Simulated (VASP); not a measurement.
# SnCl3 (Pm-3m) in VASP: further runs

The runs below take SnCl3 through single point, with PBE.

All numbers are computed with VASP 6.6.1; they aren't measurements. Logs are shortened: lines on timing, memory, paths and dates and some standing lists are left out, and cuts for length are marked.

## Step 1: The cell of the first run

The structure is cubic, space group Pm-3m (No. 221). The conventional cell has a = 5.273 Å, b = 5.273 Å, c = 5.273 Å, α = 90.00°, β = 90.00°, γ = 90.00°. Sn (site symmetry m-3m) has 6 Cl at 2.64 Å within 3.5 Å. Cl (site symmetry 4/mmm) has 2 Sn at 2.64 Å within 3.5 Å.

## Step 2: Single point, PBE (36.65 Å³/atom)

Input file INCAR:

```
ALGO = Normal
EDIFF = 1E-7
ENCUT = 520
GGA = PE
ISIF = 2
ISMEAR = 0
LASPH = T
LCHARG = F
LREAL = F
LWAVE = F
NBANDS = 26
NELM = 60
PREC = Accurate
SIGMA = 0.1
```

Input file KPOINTS:

```
k-points
0
Gamma
  10 10 10
```

Input file POSCAR:

```
SnCl3
1.0
    5.2730430866      0.0000000000      0.0000000000
    0.0000000000      5.2730430866      0.0000000000
    0.0000000000      0.0000000000      5.2730430866
Sn Cl
1 3
Direct
    0.5000000000      0.5000000000      0.5000000000
    0.0000000000      0.5000000000      0.5000000000
    0.5000000000      0.0000000000      0.5000000000
    0.5000000000      0.5000000000      0.0000000000
```

Potentials or basis: VASP PAW PBE potentials, release 64 (Sn_d, Cl).

Command:

```console
cat potpaw_PBE.64/Sn_d/POTCAR potpaw_PBE.64/Cl/POTCAR > POTCAR
mpirun -np 1 vasp_std > vasp.out
```

OUTCAR:

```text
EDIFF = 1E-7
   ENCUT = 520
   GGA = PE
   ISIF = 2
   ISMEAR = 0
   LASPH = T
   LREAL = F
   NELM = 60
   PREC = Accurate

 ion  position               nearest neighbor table
   1  0.500  0.500  0.500-   2 2.64   3 2.64   4 2.64   4 2.64   3 2.64   2 2.64
   2  0.000  0.500  0.500-   1 2.64   1 2.64
   3  0.500  0.000  0.500-   1 2.64   1 2.64
   4  0.500  0.500  0.000-   1 2.64   1 2.64

  LATTYP: Found a simple cubic cell.
 ALAT       =     5.2730430866

  Lattice vectors:

 A1 = (   5.2730430866,   0.0000000000,   0.0000000000)
 A2 = (   0.0000000000,   5.2730430866,   0.0000000000)
 A3 = (   0.0000000000,   0.0000000000,   5.2730430866)

Analysis of symmetry for initial positions (statically):
=====================================================================
 Subroutine PRICEL returns:
 Original cell was already a primitive cell.

 Routine SETGRP: Setting up the symmetry group for a
 simple cubic supercell.

 Subroutine GETGRP returns: Found 48 space group operations
 (whereof 48 operations were pure point group operations)
 out of a pool of 48 trial point group operations.

The static configuration has the point symmetry O_h .

Analysis of symmetry for dynamics (positions and initial velocities):
=====================================================================
 Subroutine PRICEL returns:
 Original cell was already a primitive cell.

 Routine SETGRP: Setting up the symmetry group for a
 simple cubic supercell.

 Subroutine GETGRP returns: Found 48 space group operations
 (whereof 48 operations were pure point group operations)
 out of a pool of 48 trial point group operations.

The dynamic configuration has the point symmetry O_h .

 Subroutine INISYM returns: Found 48 space group operations
 (whereof 48 operations are pure point group operations),
 and found     1 'primitive' translations

----------------------------------------------------------------------------------------

                                     Primitive cell

  volume of cell :     146.6169

  direct lattice vectors                    reciprocal lattice vectors
     5.273043087  0.000000000  0.000000000     0.189643814  0.000000000  0.000000000
     0.000000000  5.273043087  0.000000000     0.000000000  0.189643814  0.000000000
     0.000000000  0.000000000  5.273043087     0.000000000  0.000000000  0.189643814

  length of vectors
     5.273043087  5.273043087  5.273043087     0.189643814  0.189643814  0.189643814

  position of ions in fractional coordinates (direct lattice)
     0.500000000  0.500000000  0.500000000
     0.000000000  0.500000000  0.500000000
     0.500000000  0.000000000  0.500000000
     0.500000000  0.500000000  0.000000000

  ion indices of the primitive-cell ions
   primitive index   ion index
                 1           1
                 2           2
                 3           3
                 4           4

----------------------------------------------------------------------------------------

 KPOINTS: k-points

Automatic generation of k-mesh.
 Grid dimensions read from file:
 generate k-points for:   10   10   10

 Generating k-lattice:

  Cartesian coordinates                     Fractional coordinates (reciprocal lattice)
     0.018964381  0.000000000  0.000000000     0.100000000  0.000000000  0.000000000
     0.000000000  0.018964381  0.000000000     0.000000000  0.100000000  0.000000000
     0.000000000  0.000000000  0.018964381     0.000000000  0.000000000  0.100000000

  Length of vectors
     0.018964381  0.018964381  0.018964381

  Shift w.r.t. Gamma in fractional coordinates (k-lattice)
     0.000000000  0.000000000  0.000000000

 Subroutine IBZKPT returns following result:
 ===========================================

 Found     56 irreducible k-points:

 Following reciprocal coordinates:
            Coordinates               Weight
  0.000000  0.000000  0.000000      1.000000
  0.100000  0.000000  0.000000      6.000000
  0.200000  0.000000  0.000000      6.000000
  0.300000  0.000000  0.000000      6.000000
  0.400000  0.000000  0.000000      6.000000
  0.500000  0.000000  0.000000      3.000000
[... 16 lines left out ...]
  0.200000  0.100000  0.100000     24.000000
  0.300000  0.100000  0.100000     24.000000
 [... further k-points ...]
   k-points           NKPTS =     56   k-points in BZ     NKDIM =     56   number of bands    NBANDS=     26
   number of dos      NEDOS =    301   number of ions     NIONS =      4
   total plane-waves  NPLWV =  64000
   dimension x,y,z NGX =    40 NGY =   40 NGZ =   40
   dimension x,y,z NGXF=    80 NGYF=   80 NGZF=   80
   ions per type =               1   3
   NGX,Y,Z   is equivalent  to a cutoff of  12.61, 12.61, 12.61 a.u.
   NGXF,Y,Z  is equivalent  to a cutoff of  25.22, 25.22, 25.22 a.u.
 SYSTEM =  unknown system
   PREC   = accura    normal or accurate (medium, high low for compatibility)
   ISTART =      0    job   : 0-new  1-cont  2-samecut
   ICHARG =      2    charge: 1-file 2-atom 10-const
   ISPIN  =      1    spin polarized calculation?
   LNONCOLLINEAR =      F non collinear calculations
   LSORBIT =      F    spin-orbit coupling
   LASPH  =      T    aspherical Exc in radial PAW
   ENCUT  =  520.0 eV  38.22 Ry    6.18 a.u.   9.80  9.80  9.80*2*pi/ulx,y,z
   NELM   =     60;   NELMIN=  2; NELMDL= -5     # of ELM steps
   EDIFF  = 0.1E-06   stopping-criterion for ELM
   LREAL  =      F    real-space projection
   EDIFFG = 0.1E-05   stopping-criterion for IOM
   NSW    =      0    number of steps for IOM
   IBRION =     -1    ionic relax: 0-MD 1-quasi-New 2-CG
   NFREE  =      0    steps in history (QN), initial steepest desc. (CG)
   ISIF   =      2    stress and relaxation
   ISYM   =      2    0-nonsym 1-usesym 2-fastsym
   POTIM  = 0.5000    time-step for ionic-motion
   TEBEG  =    0.0;   TEEND  =   0.0 temperature during run
   PSTRESS=    0.0 pullay stress
   NELECT =      35.0000    total number of electrons
   NUPDOWN=      -1.0000    fix difference up-down
   EMIN   =  10.00;   EMAX   =-10.00  energy-range for DOS
   EFERMI =   0.00;   METHOD = LEGACY
   ISMEAR =     0;   SIGMA  =   0.10  broadening in eV -4-tet -1-fermi 0-gaus
   EFERMI_NEDOS =   21; number of points for ismear=-14 and -15
   IALGO  =     38    algorithm
   IMIX   =      4    mixing-type and parameters
     AMIX     =   0.40;   BMIX     =  1.00
     AMIX_MAG =   1.60;   BMIX_MAG =  1.00
  volume/ion in A,a.u.               =      36.65       247.35
  Fermi-wavevector in a.u.,A,eV,Ry     =   1.015554  1.919118 14.032357  1.031349
  Thomas-Fermi vector in A             =   2.148846
   LORBIT       =      0    0 simple, 1 ext, 2 COOP (PROOUT), +10 PAW based schemes
   GGA     = PE    functional components
   LHFCALC =     F    Hartree Fock is set to
   AEXX    =    0.0000 exact exchange contribution
   IVDW    =     0    specifies the selected vdW correction
   LEPSILON=     F    determine dielectric tensor
   LRPA    =     F    only Hartree local field effects (RPA)
 non-spin polarized calculation
 Gauss-broadening in eV      SIGMA  =   0.10
  energy-cutoff  :      520.00
  volume of cell :      146.62
 maximum number of plane-waves:      3975
 NGX is ok and might be reduce to    40
   NGX = 19   NGY = 19   NGZ = 19

 number of electron      34.9999986 magnetization

 Free energy of the ion-electron system (eV)
  ---------------------------------------------------
  ext. energy  EPLUGINS =         0.00000000
  ---------------------------------------------------
  free energy    TOTEN  =       -12.69384209 eV

  energy without entropy =      -12.69067047  energy(sigma->0) =      -12.69225628

 E-fermi :  -0.4685     XC(G=0):  -6.9458

 val. band max:       -0.4870056974   @ k =   0.4000   0.2000   0.2000
 cond. band min:      -0.3965407532   @ k =   0.3000   0.3000   0.3000
 fundamental gap:      0.0904649443
 Fermi energy:        -0.4685493558

 k-point     1 :       0.0000    0.0000    0.0000
  band No.  band energies     occupation
      1     -21.9231      2.00000
      2     -21.9231      2.00000
      3     -21.8401      2.00000
      4     -21.8401      2.00000
      5     -21.8401      2.00000
      6     -15.2162      2.00000
[... 18 lines left out ...]
     25       7.4142      0.00000
     26       8.2982      0.00000

 k-point     2 :       0.1000    0.0000    0.0000
  band No.  band energies     occupation
      1     -21.9231      2.00000
      2     -21.9214      2.00000
      3     -21.8401      2.00000
      4     -21.8401      2.00000
      5     -21.8401      2.00000
      6     -15.1991      2.00000
[... 18 lines left out ...]
     25       7.7108      0.00000
     26       8.2898      0.00000

 k-point     3 :       0.2000    0.0000    0.0000
  band No.  band energies     occupation
      1     -21.9231      2.00000
      2     -21.9170      2.00000
      3     -21.8403      2.00000
      4     -21.8403      2.00000
      5     -21.8401      2.00000
      6     -15.1491      2.00000
[... 18 lines left out ...]
     25       8.0756      0.00000
     26       8.1746      0.00000

 k-point     4 :       0.3000    0.0000    0.0000
  band No.  band energies     occupation
      1     -21.9231      2.00000
      2     -21.9116      2.00000
      3     -21.8405      2.00000
      4     -21.8405      2.00000
      5     -21.8401      2.00000
      6     -15.0718      2.00000
[... 18 lines left out ...]
     25       8.3838      0.00000
     26       8.3838      0.00000
[... 496 lines left out ...]
      1     -21.9206      2.00000
      2     -21.9206      2.00000
      3     -21.8402      2.00000
      4     -21.8402      2.00000
      5     -21.8402      2.00000
      6     -15.1654      2.00000
[... 18 lines left out ...]
     25       7.9962      0.00000
     26       8.4322      0.00000

 k-point    23 :       0.2000    0.1000    0.1000
  band No.  band energies     occupation
      1     -21.9206      2.00000
      2     -21.9162      2.00000
      3     -21.8403      2.00000
      4     -21.8403      2.00000
      5     -21.8402      2.00000
      6     -15.1167      2.00000
[... 18 lines left out ...]
     25       8.2127      0.00000
     26       8.3284      0.00000

 k-point    24 :       0.3000    0.1000    0.1000
  band No.  band energies     occupation
      1     -21.9206      2.00000
      2     -21.9107      2.00000
      3     -21.8405      2.00000
      4     -21.8405      2.00000
      5     -21.8402      2.00000
      6     -15.0412      2.00000
[... 18 lines left out ...]
     25       8.4189      0.00000
     26       8.4368      0.00000

 [... further k-points ...]

------------------------ aborting loop because EDIFF is reached ----------------------------------------

  FORCE on cell =-STRESS in cart. coord.  units (eV):
  Direction    XX          YY          ZZ          XY          YZ          ZX
  --------------------------------------------------------------------------------------
  -------------------------------------------------------------------------------------
  Total       -0.8766769     -0.8766769     -0.8766769     -0.0000000      0.0000000     -0.0000000
  in kB       -9.5800153     -9.5800153     -9.5800153     -0.0000000      0.0000000     -0.0000000
  external PRESSURE =      -9.5800153 kB  Pullay stress =       0.0000000 kB

 VOLUME and BASIS-vectors are now :
 -----------------------------------------------------------------------------
  energy-cutoff  :      520.00
  volume of cell :      146.62
      direct lattice vectors                 reciprocal lattice vectors
     5.273043087  0.000000000  0.000000000     0.189643814  0.000000000  0.000000000
     0.000000000  5.273043087  0.000000000     0.000000000  0.189643814  0.000000000
     0.000000000  0.000000000  5.273043087     0.000000000  0.000000000  0.189643814

 POSITION                                       TOTAL-FORCE (eV/Angst)
 -----------------------------------------------------------------------------------
      2.63652      2.63652      2.63652         0.000000      0.000000      0.000000
      0.00000      2.63652      2.63652         0.000000      0.000000      0.000000
      2.63652      0.00000      2.63652         0.000000      0.000000      0.000000
      2.63652      2.63652      0.00000         0.000000      0.000000      0.000000
 -----------------------------------------------------------------------------------
    total drift:                               -0.000000      0.000000     -0.000000

  FREE ENERGIE OF THE ION-ELECTRON SYSTEM (eV)
  ---------------------------------------------------
  free  energy   TOTEN  =       -12.6938420862 eV

  energy  without entropy=      -12.6906704728  energy(sigma->0) =      -12.69225628
```

Wall time 4.6 min (1 thread of Intel Xeon 8259CL, shared host); peak memory 0.35 GiB.

Results:

```
Free energy            : -12.6938 eV
Pressure               : -1.0 GPa
Band gap on the k mesh : zero (an odd number of electrons rules out a gap without spin polarisation)
```

Levels at points of the mesh, in eV from the Fermi level:
| k point | band 13 | band 14 | band 15 | band 16 | band 17 | band 18 | band 19 | band 20 | band 21 | band 22 |
| --- | --- | --- | --- | --- | --- | --- | --- | --- | --- | --- |
| (0.00, 0.00, 0.00) | -1.56 | -1.56 | -1.56 | -1.54 | -1.54 | -1.54 | 5.65 | 7.75 | 7.75 | 7.75 |
| (0.50, 0.00, 0.00) | -1.77 | -1.77 | -1.63 | -1.54 | -1.54 | -0.15 | 3.96 | 7.03 | 7.03 | 7.30 |
| (0.50, 0.50, 0.00) | -1.96 | -1.96 | -1.76 | -1.76 | -1.00 | 1.33 | 3.37 | 3.37 | 6.38 | 7.93 |
| (0.50, 0.50, 0.50) | -2.38 | -2.38 | -1.00 | -1.00 | -1.00 | 2.75 | 2.75 | 2.75 | 2.75 | 6.90 |

Caveat: spin-orbit coupling is left out, which moves the levels of the heavy elements; an odd number of electrons without spin polarisation forces a metal; a magnetic or distorted state may lie lower.

## Step 3: Single point, PBE (37.72 Å³/atom)

This run uses another cell than the first one, of 37.72 Å³/atom.

Input file INCAR:

```
PREC = Accurate ; ENCUT = 520
EDIFF = 1E-6 ; ISMEAR = 0
SIGMA = 0.1 ; LREAL = F
LASPH = T ; NELM = 60
ALGO = Normal ; ISIF = 2
LWAVE = F ; LCHARG = F
GGA = PE ; NBANDS = 26
```

Input file KPOINTS:

```
Automatic mesh
0
Gamma
  10 10 10
```

Input file POSCAR:

```
SnCl3
1.0
    5.3237485345      0.0000000000      0.0000000000
    0.0000000000      5.3237485345      0.0000000000
    0.0000000000      0.0000000000      5.3237485345
Sn Cl
1 3
Direct
    0.5000000000      0.5000000000      0.5000000000
    0.0000000000      0.5000000000      0.5000000000
    0.5000000000      0.0000000000      0.5000000000
    0.5000000000      0.5000000000      0.0000000000
```

Potentials or basis: VASP PAW PBE potentials, release 64 (Sn_d, Cl).

Command:

```console
cat potpaw_PBE.64/Sn_d/POTCAR potpaw_PBE.64/Cl/POTCAR > POTCAR
mpirun -np 1 vasp_std > vasp.out
```

Wall time 4.2 min (1 thread of Intel Xeon 8259CL, shared host); peak memory 0.35 GiB.

The run converged. Its results:

```
Free energy            : -12.6593 eV
Pressure               : -1.7 GPa
Band gap on the k mesh : zero (an odd number of electrons rules out a gap without spin polarisation)
```

Levels at points of the mesh, in eV from the Fermi level:
| k point | band 13 | band 14 | band 15 | band 16 | band 17 | band 18 | band 19 | band 20 | band 21 | band 22 |
| --- | --- | --- | --- | --- | --- | --- | --- | --- | --- | --- |
| (0.00, 0.00, 0.00) | -1.40 | -1.40 | -1.40 | -1.38 | -1.38 | -1.38 | 5.80 | 7.73 | 7.73 | 7.73 |
| (0.50, 0.00, 0.00) | -1.60 | -1.60 | -1.46 | -1.38 | -1.38 | -0.15 | 3.95 | 6.96 | 6.96 | 7.40 |
| (0.50, 0.50, 0.00) | -1.78 | -1.78 | -1.59 | -1.59 | -0.87 | 1.26 | 3.39 | 3.39 | 6.35 | 8.04 |
| (0.50, 0.50, 0.50) | -2.23 | -2.23 | -0.87 | -0.87 | -0.87 | 2.60 | 2.80 | 2.80 | 2.80 | 7.08 |

Caveat: spin-orbit coupling is left out, which moves the levels of the heavy elements; an odd number of electrons without spin polarisation forces a metal; a magnetic or distorted state may lie lower.

The gap in the log of VASP goes by the Fermi energy; the results here count the filled bands.